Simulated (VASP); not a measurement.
The system is ZnRe.

```xyz
2
Lattice="2.7482 0.0000 0.0000 -1.3741 2.3800 0.0000 0.0000 0.0000 4.4941" Properties=species:S:1:pos:R:3 pbc="T T T"
Zn    0.0000    0.0000    0.0000
Re    0.0000    1.5867    2.2470
```

Base run:

| Item | Value |
| --- | --- |
| Program | VASP 6.6.1 |
| Functional | RPBE |
| Potentials or basis | VASP PAW PBE potentials, release 64 (Zn, Re) |
| Cutoff | 520 eV |
| k mesh | 14 × 14 × 8 |
| Occupations | fermi-dirac, width 0.1 eV |
| Spin | no spin polarisation |

Its results: pressure 2.3 GPa.

The run is repeated on the same cell with these changes: functional from RPBE to BLYP. What comes out?

Pressure 9.3 GPa.

Caveats: the PAW data sets were made with another functional, which shifts forces and pressure a little.
